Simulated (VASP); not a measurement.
# PbS (P1) in VASP: single point with PBEsol

Aim: the single point of PbS with PBEsol.

Everything below comes from runs of VASP 6.6.1. Logs are shortened: lines on timing, memory, paths and dates and some standing lists are left out, and cuts for length are marked.

### Step 1. The cell of the first run

The typed cell holds 4 atoms: a = 4.068 Å, b = 4.068 Å, c = 7.313 Å, α = 90.00°, β = 90.00°, γ = 120.00°.

### Step 2. Single point, PBEsol (atom 4 moved 0.45 Å)

INCAR

```
ALGO = Normal
EDIFF = 1E-7
ENCUT = 520
GGA = PS
ISIF = 2
ISMEAR = 0
LASPH = T
LCHARG = T
LELF = T
LREAL = F
LVHAR = T
LWAVE = F
NBANDS = 28
NELM = 100
PREC = Accurate
SIGMA = 0.03
```

KPOINTS

```
k-points
0
Gamma
  9 9 6
```

POSCAR

```
PbS
1.0
    2.0338043806     -3.5227081383      0.0000000000
    2.0338043806      3.5227081383      0.0000000000
    0.0000000000      0.0000000000      7.3127322585
Pb S
2 2
Direct
    0.0000240973      1.0276442862      0.4748607600
    1.0000020771      0.0276663064      0.9748607600
    0.6666802054      0.3609881781      0.7050995244
    0.3332936202      0.5837012293      0.2035789557
```

Potentials or basis: VASP PAW PBE potentials, release 64 (Pb_d, S).

Run with:

```
$ cat potpaw_PBE.64/Pb_d/POTCAR potpaw_PBE.64/S/POTCAR > POTCAR
$ mpirun -np 1 vasp_std > vasp.out
```

OUTCAR:

```text
EDIFF = 1E-7
   ENCUT = 520
   GGA = PS
   ISIF = 2
   ISMEAR = 0
   LASPH = T
   LREAL = F
   NELM = 100
   PREC = Accurate

 ion  position               nearest neighbor table
   1  0.000  0.028  0.475-   4 2.80   3 2.89   3 2.89   3 2.89   4 3.11   4 3.39   2 3.66   2 3.66

   2  0.000  0.028  0.975-   4 2.59   4 2.92   3 3.07   3 3.07   3 3.07   4 3.22   1 3.66   1 3.66

   3  0.667  0.361  0.705-   1 2.89   1 2.89   1 2.89   2 3.07   2 3.07   2 3.07
   4  0.333  0.584  0.204-   2 2.59   1 2.80   2 2.92   1 3.11   2 3.22   1 3.39

  LATTYP: Found a base centered orthorhombic cell.
 ALAT       =     4.0676087612
 B/A-ratio  =     1.7320781546
 C/A-ratio  =     1.7977963683

  Lattice vectors:

 A1 = (   2.0338043806,  -3.5227081383,   0.0000000000)
 A2 = (   2.0338043806,   3.5227081383,   0.0000000000)
 A3 = (   0.0000000000,   0.0000000000,   7.3127322585)

Analysis of symmetry for initial positions (statically):
=====================================================================
 Subroutine PRICEL returns:
 Original cell was already a primitive cell.

 Routine SETGRP: Setting up the symmetry group for a
 base centered orthorhombic supercell.

 Subroutine GETGRP returns: Found  1 space group operations
 (whereof  1 operations were pure point group operations)
 out of a pool of  8 trial point group operations.

The static configuration has the point symmetry C_1 .

Analysis of symmetry for dynamics (positions and initial velocities):
=====================================================================
 Subroutine PRICEL returns:
 Original cell was already a primitive cell.

 Routine SETGRP: Setting up the symmetry group for a
 base centered orthorhombic supercell.

 Subroutine GETGRP returns: Found  1 space group operations
 (whereof  1 operations were pure point group operations)
 out of a pool of  8 trial point group operations.

The dynamic configuration has the point symmetry C_1 .

 Subroutine INISYM returns: Found  1 space group operations
 (whereof  1 operations are pure point group operations),
 and found     1 'primitive' translations

----------------------------------------------------------------------------------------

                                     Primitive cell

  volume of cell :     104.7841

  direct lattice vectors                    reciprocal lattice vectors
     2.033804381 -3.522708138  0.000000000     0.245844686 -0.141936255  0.000000000
     2.033804381  3.522708138  0.000000000     0.245844686  0.141936255  0.000000000
     0.000000000  0.000000000  7.312732258     0.000000000  0.000000000  0.136747793

  length of vectors
     4.067656928  4.067656928  7.312732258     0.283875871  0.283875871  0.136747793

  position of ions in fractional coordinates (direct lattice)
     0.000024097  0.027644286  0.474860760
     0.000002077  0.027666306  0.974860760
     0.666680205  0.360988178  0.705099524
     0.333293620  0.583701229  0.203578956

  ion indices of the primitive-cell ions
   primitive index   ion index
                 1           1
                 2           2
                 3           3
                 4           4

----------------------------------------------------------------------------------------

 KPOINTS: k-points

Automatic generation of k-mesh.
 Grid dimensions read from file:
 generate k-points for:    9    9    6

 Generating k-lattice:

  Cartesian coordinates                     Fractional coordinates (reciprocal lattice)
     0.027316076 -0.015770695  0.000000000     0.111111111  0.000000000  0.000000000
     0.027316076  0.015770695  0.000000000     0.000000000  0.111111111  0.000000000
     0.000000000  0.000000000  0.022791299     0.000000000  0.000000000  0.166666667

  Length of vectors
     0.031541763  0.031541763  0.022791299

  Shift w.r.t. Gamma in fractional coordinates (k-lattice)
     0.000000000  0.000000000  0.000000000

 Subroutine IBZKPT returns following result:
 ===========================================

 Found    244 irreducible k-points:

 Following reciprocal coordinates:
            Coordinates               Weight
  0.000000  0.000000  0.000000      1.000000
  0.111111 -0.000000  0.000000      2.000000
 -0.000000  0.111111  0.000000      2.000000
  0.222222  0.000000  0.000000      2.000000
  0.000000  0.222222  0.000000      2.000000
  0.333333  0.000000  0.000000      2.000000
[... 16 lines left out ...]
 -0.111111  0.111111  0.000000      2.000000
  0.222222  0.222222  0.000000      2.000000
 [... further k-points ...]
   k-points           NKPTS =    244   k-points in BZ     NKDIM =    244   number of bands    NBANDS=     28
   number of dos      NEDOS =    301   number of ions     NIONS =      4
   total plane-waves  NPLWV =  48600
   dimension x,y,z NGX =    30 NGY =   30 NGZ =   54
   dimension x,y,z NGXF=    60 NGYF=   60 NGZF=  108
   ions per type =               2   2
   NGX,Y,Z   is equivalent  to a cutoff of  12.26, 12.26, 12.28 a.u.
   NGXF,Y,Z  is equivalent  to a cutoff of  24.52, 24.52, 24.55 a.u.
 SYSTEM =  unknown system
   PREC   = accura    normal or accurate (medium, high low for compatibility)
   ISTART =      0    job   : 0-new  1-cont  2-samecut
   ICHARG =      2    charge: 1-file 2-atom 10-const
   ISPIN  =      1    spin polarized calculation?
   LNONCOLLINEAR =      F non collinear calculations
   LSORBIT =      F    spin-orbit coupling
   LASPH  =      T    aspherical Exc in radial PAW
   ENCUT  =  520.0 eV  38.22 Ry    6.18 a.u.   7.56  7.56 13.60*2*pi/ulx,y,z
   NELM   =    100;   NELMIN=  2; NELMDL= -5     # of ELM steps
   EDIFF  = 0.1E-06   stopping-criterion for ELM
   LREAL  =      F    real-space projection
   EDIFFG = 0.1E-05   stopping-criterion for IOM
   NSW    =      0    number of steps for IOM
   IBRION =     -1    ionic relax: 0-MD 1-quasi-New 2-CG
   NFREE  =      0    steps in history (QN), initial steepest desc. (CG)
   ISIF   =      2    stress and relaxation
   ISYM   =      2    0-nonsym 1-usesym 2-fastsym
   POTIM  = 0.5000    time-step for ionic-motion
   TEBEG  =    0.0;   TEEND  =   0.0 temperature during run
   PSTRESS=    0.0 pullay stress
   NELECT =      40.0000    total number of electrons
   NUPDOWN=      -1.0000    fix difference up-down
   EMIN   =  10.00;   EMAX   =-10.00  energy-range for DOS
   EFERMI =   0.00;   METHOD = LEGACY
   ISMEAR =     0;   SIGMA  =   0.03  broadening in eV -4-tet -1-fermi 0-gaus
   EFERMI_NEDOS =   21; number of points for ismear=-14 and -15
   IALGO  =     38    algorithm
   IMIX   =      4    mixing-type and parameters
     AMIX     =   0.40;   BMIX     =  1.00
     AMIX_MAG =   1.60;   BMIX_MAG =  1.00
  volume/ion in A,a.u.               =      26.20       176.78
  Fermi-wavevector in a.u.,A,eV,Ry     =   1.187580  2.244201 19.188936  1.410347
  Thomas-Fermi vector in A             =   2.323729
   LORBIT       =      0    0 simple, 1 ext, 2 COOP (PROOUT), +10 PAW based schemes
   GGA     = PS    functional components
   LHFCALC =     F    Hartree Fock is set to
   AEXX    =    0.0000 exact exchange contribution
   IVDW    =     0    specifies the selected vdW correction
   LEPSILON=     F    determine dielectric tensor
   LRPA    =     F    only Hartree local field effects (RPA)
 non-spin polarized calculation
 Gauss-broadening in eV      SIGMA  =   0.03
  energy-cutoff  :      520.00
  volume of cell :      104.78
 maximum number of plane-waves:      2865
   NGX = 15   NGY = 15   NGZ = 27

 number of electron      40.0000000 magnetization

 Free energy of the ion-electron system (eV)
  ---------------------------------------------------
  ext. energy  EPLUGINS =         0.00000000
  ---------------------------------------------------
  free energy    TOTEN  =       -18.38987298 eV

  energy without entropy =      -18.38987298  energy(sigma->0) =      -18.38987298

 E-fermi :   5.9340     XC(G=0):  -9.8358

 val. band max:        5.8251277538   @ k =   0.3333   0.3333   0.0000
 cond. band min:       6.0414840321   @ k =   0.4444   0.0000   0.0000
 fundamental gap:      0.2163562783
 Fermi energy:         5.9340204323

 k-point     1 :       0.0000    0.0000    0.0000
  band No.  band energies     occupation
      1     -11.2765      2.00000
      2     -11.2162      2.00000
      3     -11.1924      2.00000
      4     -11.1761      2.00000
      5     -11.1685      2.00000
      6     -11.1644      2.00000
[... 20 lines left out ...]
     27      12.0077      0.00000
     28      12.7943      0.00000

 k-point     2 :       0.1111   -0.0000    0.0000
  band No.  band energies     occupation
      1     -11.2738      2.00000
      2     -11.2225      2.00000
      3     -11.1963      2.00000
      4     -11.1715      2.00000
      5     -11.1687      2.00000
      6     -11.1629      2.00000
[... 20 lines left out ...]
     27      11.8524      0.00000
     28      12.0186      0.00000

 k-point     3 :      -0.0000    0.1111    0.0000
  band No.  band energies     occupation
      1     -11.2796      2.00000
      2     -11.2247      2.00000
      3     -11.1882      2.00000
      4     -11.1784      2.00000
      5     -11.1670      2.00000
      6     -11.1622      2.00000
[... 20 lines left out ...]
     27      11.6202      0.00000
     28      12.0742      0.00000

 k-point     4 :       0.2222    0.0000    0.0000
  band No.  band energies     occupation
      1     -11.2766      2.00000
      2     -11.2474      2.00000
      3     -11.1957      2.00000
      4     -11.1780      2.00000
      5     -11.1642      2.00000
      6     -11.1505      2.00000
[... 578 lines left out ...]
     27      11.2900      0.00000
     28      12.3442      0.00000

 k-point    23 :      -0.1111    0.1111    0.0000
  band No.  band energies     occupation
      1     -11.2751      2.00000
      2     -11.2231      2.00000
      3     -11.1920      2.00000
      4     -11.1772      2.00000
      5     -11.1647      2.00000
      6     -11.1606      2.00000
[... 20 lines left out ...]
     27      11.9396      0.00000
     28      12.1717      0.00000

 k-point    24 :       0.2222    0.2222    0.0000
  band No.  band energies     occupation
      1     -11.3391      2.00000
      2     -11.2392      2.00000
      3     -11.2001      2.00000
      4     -11.1758      2.00000
      5     -11.1661      2.00000
      6     -11.1387      2.00000
[... 20 lines left out ...]
     27      11.5684      0.00000
     28      13.4130      0.00000

 [... further k-points ...]

------------------------ aborting loop because EDIFF is reached ----------------------------------------

  FORCE on cell =-STRESS in cart. coord.  units (eV):
  Direction    XX          YY          ZZ          XY          YZ          ZX
  --------------------------------------------------------------------------------------
  -------------------------------------------------------------------------------------
  Total        2.1454790     -0.6984452      1.4868161      1.1658801      0.5184254      0.6362580
  in kB       32.8049472    -10.6794141     22.7338160     17.8266178      7.9268634      9.7285554
  external PRESSURE =      14.9531164 kB  Pullay stress =       0.0000000 kB

 VOLUME and BASIS-vectors are now :
 -----------------------------------------------------------------------------
  energy-cutoff  :      520.00
  volume of cell :      104.78
      direct lattice vectors                 reciprocal lattice vectors
     2.033804381 -3.522708138  0.000000000     0.245844686 -0.141936255  0.000000000
     2.033804381  3.522708138  0.000000000     0.245844686  0.141936255  0.000000000
     0.000000000  0.000000000  7.312732258     0.000000000  0.000000000  0.136747793

 POSITION                                       TOTAL-FORCE (eV/Angst)
 -----------------------------------------------------------------------------------
      0.05627      0.09730      3.47253        -0.150174     -0.062222      0.304316
      0.05627      0.09745      7.12890        -0.557150     -0.349168     -0.599887
      2.09008     -1.07686      5.15620        -0.337846     -0.393196     -0.041265
      1.86499      0.88211      1.48872         1.045170      0.804586      0.336837
 -----------------------------------------------------------------------------------
    total drift:                               -0.000107     -0.000272      0.000192

  FREE ENERGIE OF THE ION-ELECTRON SYSTEM (eV)
  ---------------------------------------------------
  free  energy   TOTEN  =       -18.3898729820 eV

  energy  without entropy=      -18.3898729816  energy(sigma->0) =      -18.38987298
```

Run time: 6.3 min. Hardware: 1 thread of Intel Xeon Platinum 8488C (Sapphire Rapids), shared host; peak memory 0.65 GiB.

Results:

| Property | Result |
| --- | --- |
| Free energy | -18.3899 eV |
| Pressure | 1.5 GPa |
| Largest force | 1.361 eV/Å |
| Band gap on the k mesh | 0.22 eV, indirect (least direct gap 0.56 eV) |

Forces in eV/Å, atoms in the order of the input:
```
Pb  -0.150 -0.062  0.304
Pb  -0.557 -0.349 -0.600
S   -0.338 -0.393 -0.041
S    1.045  0.805  0.337
```

Levels at points of the mesh, in eV from the valence-band top:
```tsv
k point	band 18	band 19	band 20	band 21	band 22	band 23
(0.00, 0.00, 0.00)	-1.71	-1.61	0.00	0.56	2.70	3.41
(0.00, 0.00, 0.50)	-1.68	-1.64	-1.41	2.40	2.47	2.82
```

Caveat: the cell differs from its parent crystal (atom 4 moved 0.45 Å); the PAW data sets were made with another functional, which shifts forces and pressure a little; spin-orbit coupling is left out, which moves the levels of the heavy elements.
